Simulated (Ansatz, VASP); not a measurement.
## AlCo in VASP and in Ansatz

```
Al Co
1.0
     2.81937    0.00000    0.00000
     0.00000    2.81937    0.00000
     0.00000    0.00000    2.81937
Al Co
1 1
Direct
  0.00000 0.00000 0.00000
  0.50000 0.50000 0.50000
```

Alike in both runs: functional PBE; dispersion D3(BJ); k mesh 14 × 14 × 14; occupations gaussian, width 0.1 eV; no spin polarisation.

Ansatz relaxed the structure, and its values are those at the end. VASP's run is a single point on that final structure, the one shown.

|  | VASP | Ansatz |
| --- | --- | --- |
| version | VASP 6.6.1 | Ansatz 0.2.0 |
| potentials or method | VASP PAW PBE potentials, release 64 (Al, Co), cutoff 520 eV | scalar-relativistic, plane waves, PAW |
| valence electrons in the cell | 12 | 20 |

```csv
,VASP,Ansatz,Ansatz less VASP
gap on the k mesh at the Fermi level (eV),none,none,-
pressure (GPa),-0.4,0.0,+0.33
```

A gap of «none» marks a metal or a gap that the smearing closes. VASP's potentials hold 12 valence electrons a cell and Ansatz's 20, so a difference there can come from the potentials and not from the codes.
